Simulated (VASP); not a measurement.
# Ta (P6_3/mmc) in VASP: notebook

The runs below take Ta through single point, with r2SCAN.

Program: VASP 6.6.1. These are calculated values, not measurements. Logs are shortened: lines on timing, memory, paths and dates and some standing lists are left out, and cuts for length are marked.

## 1. The cell of the first run

It takes space group P6_3/mmc (No. 194, hexagonal). Conventional cell: a = 2.856 Å, b = 2.856 Å, c = 5.104 Å, α = 90.00°, β = 90.00°, γ = 120.00°. Within 3.8 Å of Ta (site symmetry -6m2) lie 12 Ta at 2.86 to 3.04 Å.

This isn't the form of Ta at room conditions, which is bcc.

## 2. Single point, r2SCAN

The input, POSCAR:

```
Ta
1.0
    2.8561788059      0.0000000000      0.0000000000
   -1.4280894030      2.4735234037      0.0000000000
    0.0000000000      0.0000000000      5.1042509327
Ta
2
Direct
    0.3333333333      0.6666666667      0.2500000000
    0.6666666667      0.3333333333      0.7500000000
```

The input, INCAR.step1:

```
PREC     = Accurate       # precision mode
ENCUT    = 520            # plane-wave cutoff, eV
ISMEAR   = -1             # smearing method
SIGMA    = 0.05           # smearing width, eV
LREAL    = False          # projectors in reciprocal space
LASPH    = True           # aspherical terms in the spheres
NELM     = 60             # most SCF steps
NBANDS   = 18             # bands
GGA      = PE             # functional
ALGO     = Normal         # electronic algorithm
EDIFF    = 1E-4           # SCF threshold, eV
LWAVE    = True           # write WAVECAR
LCHARG   = False          # write CHGCAR
```

The input, INCAR.step2:

```
PREC     = Accurate       # precision mode
ENCUT    = 520            # plane-wave cutoff, eV
EDIFF    = 1E-6           # SCF threshold, eV
ISMEAR   = -1             # smearing method
SIGMA    = 0.05           # smearing width, eV
LREAL    = False          # projectors in reciprocal space
LASPH    = True           # aspherical terms in the spheres
NELM     = 60             # most SCF steps
ALGO     = Normal         # electronic algorithm
ISIF     = 2              # what is computed and relaxed
LWAVE    = False          # write WAVECAR
LCHARG   = True           # write CHGCAR
METAGGA  = R2SCAN         # meta-GGA
LMIXTAU  = True         
LELF     = True           # ELF
LVHAR    = True         
NBANDS   = 18             # bands
ISTART   = 1
```

The input, KPOINTS:

```
Automatic mesh
0
Gamma
  11 11 5
```

Potentials or basis: VASP PAW PBE potentials, release 64 (Ta_pv).

The run is started by

```sh
$ cat potpaw_PBE.64/Ta_pv/POTCAR > POTCAR
$ cp INCAR.step1 INCAR
$ mpirun -np 1 vasp_std > vasp.out
$ cp INCAR.step2 INCAR
$ mpirun -np 1 vasp_std > vasp.out
```

OUTCAR:

```text
PREC = Accurate
   ENCUT = 520
   EDIFF = 1E-6
   ISMEAR = -1
   LREAL = False
   LASPH = True
   NELM = 60
   ISIF = 2
   METAGGA = R2SCAN
   ISTART = 1

 ion  position               nearest neighbor table
   1  0.333  0.667  0.250-   2 3.04   2 3.04   2 3.04   2 3.04   2 3.04   2 3.04
   2  0.667  0.333  0.750-   1 3.04   1 3.04   1 3.04   1 3.04   1 3.04   1 3.04

  LATTYP: Found a hexagonal cell.
 ALAT       =     2.8561788059
 C/A-ratio  =     1.7870908229

  Lattice vectors:

 A1 = (   2.8561788059,   0.0000000000,   0.0000000000)
 A2 = (  -1.4280894030,   2.4735234037,   0.0000000000)
 A3 = (   0.0000000000,   0.0000000000,   5.1042509327)

Analysis of symmetry for initial positions (statically):
=====================================================================
 Subroutine PRICEL returns:
 Original cell was already a primitive cell.

 Routine SETGRP: Setting up the symmetry group for a
 hexagonal supercell.

 Subroutine GETGRP returns: Found 24 space group operations
 (whereof 12 operations were pure point group operations)
 out of a pool of 24 trial point group operations.

The static configuration has the point symmetry D_3d.
 The point group associated with its full space group is D_6h.

Analysis of symmetry for dynamics (positions and initial velocities):
=====================================================================
 Subroutine PRICEL returns:
 Original cell was already a primitive cell.

 Routine SETGRP: Setting up the symmetry group for a
 hexagonal supercell.

 Subroutine GETGRP returns: Found 24 space group operations
 (whereof 12 operations were pure point group operations)
 out of a pool of 24 trial point group operations.

The dynamic configuration has the point symmetry D_3d.
 The point group associated with its full space group is D_6h.

 Subroutine INISYM returns: Found 24 space group operations
 (whereof 12 operations are pure point group operations),
 and found     1 'primitive' translations

----------------------------------------------------------------------------------------

                                     Primitive cell

  volume of cell :      36.0606

  direct lattice vectors                    reciprocal lattice vectors
     2.856178806  0.000000000  0.000000000     0.350118136  0.202140800  0.000000000
    -1.428089403  2.473523404  0.000000000     0.000000000  0.404281600  0.000000000
[... 83 lines left out ...]
   ENCUT  =  520.0 eV  38.22 Ry    6.18 a.u.   5.31  5.31  9.49*2*pi/ulx,y,z
   NELM   =     60;   NELMIN=  2; NELMDL=  0     # of ELM steps
   EDIFF  = 0.1E-05   stopping-criterion for ELM
   LREAL  =      F    real-space projection
   EDIFFG = 0.1E-04   stopping-criterion for IOM
   NSW    =      0    number of steps for IOM
   IBRION =     -1    ionic relax: 0-MD 1-quasi-New 2-CG
   NFREE  =      0    steps in history (QN), initial steepest desc. (CG)
   ISIF   =      2    stress and relaxation
   ISYM   =      2    0-nonsym 1-usesym 2-fastsym
   POTIM  = 0.5000    time-step for ionic-motion
   TEBEG  =    0.0;   TEEND  =   0.0 temperature during run
   PSTRESS=    0.0 pullay stress
   NELECT =      22.0000    total number of electrons
   NUPDOWN=      -1.0000    fix difference up-down
   EMIN   =  10.00;   EMAX   =-10.00  energy-range for DOS
   EFERMI =   0.00;   METHOD = LEGACY
   ISMEAR =    -1;   SIGMA  =   0.05  broadening in eV -4-tet -1-fermi 0-gaus
   EFERMI_NEDOS =   21; number of points for ismear=-14 and -15
   IALGO  =     38    algorithm
   IMIX   =      4    mixing-type and parameters
     AMIX     =   0.40;   BMIX     =  1.00
     AMIX_MAG =   1.60;   BMIX_MAG =  1.00
  volume/ion in A,a.u.               =      18.03       121.67
  Fermi-wavevector in a.u.,A,eV,Ry     =   1.388475  2.623836 26.230148  1.927861
  Thomas-Fermi vector in A             =   2.512597
   LORBIT       =      0    0 simple, 1 ext, 2 COOP (PROOUT), +10 PAW based schemes
   METAGGA = R2SCAN    functional components
   LHFCALC =     F    Hartree Fock is set to
   AEXX    =    0.0000 exact exchange contribution
   IVDW    =     0    specifies the selected vdW correction
   LEPSILON=     F    determine dielectric tensor
   LRPA    =     F    only Hartree local field effects (RPA)
 non-spin polarized calculation
  energy-cutoff  :      520.00
  volume of cell :       36.06
 maximum number of plane-waves:       986
 NGX is ok and might be reduce to    24
   NGX = 11   NGY = 11   NGZ = 19

 number of electron      22.0000000 magnetization

 Free energy of the ion-electron system (eV)
  ---------------------------------------------------
  ext. energy  EPLUGINS =         0.00000000
  ---------------------------------------------------
  free energy    TOTEN  =       -96.55999074 eV

  energy without entropy =      -96.54239810  energy(sigma->0) =      -96.55119442

 E-fermi :   5.8347     XC(G=0): -13.7435

 val. band max:        5.8130934650   @ k =   0.2727   0.2727   0.0000
 cond. band min:       5.8407509631   @ k =   0.3636   0.0000   0.0000
 fundamental gap:      0.0276574981
 Fermi energy:         5.8347320447

 k-point     1 :       0.0000    0.0000    0.0000
  band No.  band energies     occupation
      1     -29.9784      2.00000
      2     -28.9960      2.00000
      3     -28.8578      2.00000
      4     -28.8578      2.00000
      5     -28.7628      2.00000
      6     -28.7628      2.00000
[... 481 lines left out ...]
      5     -29.0029      2.00000
      6     -28.9204      2.00000
[... 10 lines left out ...]
     17      11.4154      0.00000
     18      13.2149      0.00000

 [... further k-points ...]

------------------------ aborting loop because EDIFF is reached ----------------------------------------

  FORCE on cell =-STRESS in cart. coord.  units (eV):
  Direction    XX          YY          ZZ          XY          YZ          ZX
  --------------------------------------------------------------------------------------
  -------------------------------------------------------------------------------------
  Total        1.2611776      1.2611776      1.2686411     -0.0000000      0.0000000      0.0000000
  in kB       56.0342303     56.0342303     56.3658320     -0.0000000      0.0000000      0.0000000
  external PRESSURE =      56.1447642 kB  Pullay stress =       0.0000000 kB

 VOLUME and BASIS-vectors are now :
 -----------------------------------------------------------------------------
  energy-cutoff  :      520.00
  volume of cell :       36.06
      direct lattice vectors                 reciprocal lattice vectors
     2.856178806  0.000000000  0.000000000     0.350118136  0.202140800  0.000000000
    -1.428089403  2.473523404  0.000000000     0.000000000  0.404281600  0.000000000
     0.000000000  0.000000000  5.104250933     0.000000000  0.000000000  0.195915133

 POSITION                                       TOTAL-FORCE (eV/Angst)
 -----------------------------------------------------------------------------------
     -0.00000      1.64902      1.27606        -0.000000      0.000000      0.000000
      1.42809      0.82451      3.82819         0.000000     -0.000000      0.000000
 -----------------------------------------------------------------------------------
    total drift:                               -0.000000      0.000000     -0.000000

  FREE ENERGIE OF THE ION-ELECTRON SYSTEM (eV)
  ---------------------------------------------------
  free  energy   TOTEN  =       -96.5599907370 eV

  energy  without entropy=      -96.5423980984  energy(sigma->0) =      -96.55119442
```

OUTCAR.step1:

```text
PREC = Accurate
   ENCUT = 520
   ISMEAR = -1
   LREAL = False
   LASPH = True
[... 728 lines left out ...]
     -0.00000      1.64902      1.27606         0.000000      0.000000      0.000000
      1.42809      0.82451      3.82819         0.000000     -0.000000      0.000000
 -----------------------------------------------------------------------------------
    total drift:                               -0.000000      0.000000     -0.000000

  FREE ENERGIE OF THE ION-ELECTRON SYSTEM (eV)
  ---------------------------------------------------
  free  energy   TOTEN  =       -23.0557483615 eV

  energy  without entropy=      -23.0390089368  energy(sigma->0) =      -23.04737865
```

OSZICAR.step1:

```text
N       E                     dE             d eps       ncg     rms          rms(c)
DAV:   1     0.172284219181E+03    0.17228E+03   -0.13023E+04  1728   0.127E+03
DAV:   2    -0.196506209581E+02   -0.19193E+03   -0.18856E+03  2158   0.360E+02
DAV:   3    -0.238925543649E+02   -0.42419E+01   -0.42136E+01  2052   0.505E+01
DAV:   4    -0.239187072837E+02   -0.26153E-01   -0.26133E-01  1938   0.434E+00
DAV:   5    -0.239189007498E+02   -0.19347E-03   -0.19346E-03  1926   0.354E-01    0.189E+01
DAV:   6    -0.232695949313E+02    0.64931E+00   -0.66827E-01  1900   0.732E+00    0.939E+00
DAV:   7    -0.230583172451E+02    0.21128E+00   -0.61746E-01  1964   0.668E+00    0.498E-01
DAV:   8    -0.230557521461E+02    0.25651E-02   -0.99998E-03  1922   0.885E-01    0.134E-01
DAV:   9    -0.230557483615E+02    0.37846E-05   -0.24407E-04  1910   0.135E-01
   1 F= -.23055748E+02 E0= -.23047379E+02  d E =-.167394E-01
```

It took 2.8 min on 1 thread of Intel Xeon 8259CL, shared host; peak memory 0.18 GiB.

What came out:

| Item | Value |
| --- | --- |
| Free energy | -96.5600 eV |
| Pressure | 5.6 GPa |
| Band gap on the k mesh | zero (bands 11 and 12 overlap by 1.58 eV) |

Caveat: the cell stands under pressure; the PAW data sets were made with another functional, which shifts forces and pressure a little; spin-orbit coupling is left out, which moves the levels of the heavy elements.

(Continued in part 2 of 2.)

The gap in the log of VASP goes by the Fermi energy; the results here count the filled bands.